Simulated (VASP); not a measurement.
## SnSe (rocksalt type): relaxation of cell and atoms with PBE

The system is SnSe (rocksalt type).

```
Sn Se
1.0
     0.00000    2.64542    2.64542
     2.64542    0.00000    2.64542
     2.64542    2.64542    0.00000
Sn Se
1 1
Cartesian
  0.0000 0.0000 0.0000
  2.6454 2.6454 2.6454
```

```yaml
Program: VASP 6.6.1
Task: relaxation of cell and atoms
Functional: PBE
Potentials_or_basis: VASP PAW PBE potentials, release 64 (Sn_d, Se)
Cutoff: 600 eV
k_mesh: 13 × 13 × 13
Occupations: fermi-dirac, width 0.1 eV
Spin: no spin polarisation
Dipole_correction: no
Further_INCAR_settings: ALGO = Normal; EDIFF = 1e-06; IBRION = 2; EDIFFG = -0.005; NSW = 60; ISIF = 3
```

The relaxed volume is 27.85 Å³/atom and the relaxed cell is a = 4.287 Å, b = 4.287 Å, c = 4.287 Å, α = 60.00°, β = 60.00°, γ = 60.00°. The space group after relaxing (to 0.1 Å) is Fm-3m (No. 225) and the energy gained by relaxing is 957.4 meV/atom. The ionic steps are 5 and the pressure after relaxing is 0.0 GPa.

Step by step:
```tsv
step	energy change (eV)	largest force (eV/Å)	pressure (GPa)	volume (Å³)
1	0.0000	0.0000	47.40	37.03
2	-1.3271	0.0000	-7.63	74.81
3	-1.9147	0.0000	0.15	55.54
4	-1.9146	0.0000	-0.21	55.96
5	-1.9148	0.0000	-0.01	55.69
```

Final structure:
```cif
data_structure
_symmetry_space_group_name_H-M 'P 1'
_symmetry_Int_Tables_number 1
_cell_length_a 4.2865
_cell_length_b 4.2865
_cell_length_c 4.2865
_cell_angle_alpha 60.000
_cell_angle_beta 60.000
_cell_angle_gamma 60.000
_cell_volume 55.69
loop_
_atom_site_label
_atom_site_type_symbol
_atom_site_fract_x
_atom_site_fract_y
_atom_site_fract_z
_atom_site_occupancy
Sn1 Sn 0.00000 0.00000 0.00000 1
Se1 Se 0.50000 0.50000 0.50000 1
```

Levels at points of the mesh, in eV from the Fermi level:
```tsv
k point	band 7	band 8	band 9	band 10	band 11	band 12	band 13	band 14
(0.00, 0.00, 0.00)	-5.31	-2.31	-2.31	-2.31	4.06	4.06	4.06	5.71
```

Run time: 4.9 min on 1 thread of Intel Xeon 8259CL, with other jobs on the host, peak memory 0.21 GiB.

Caveat: this odd mesh misses L, so gap, dielectric constants and Born charges aren't listed; the volume moved by over 15 % at a fixed basis, so the end points are rough; spin-orbit coupling is left out, which moves the levels of the heavy elements.
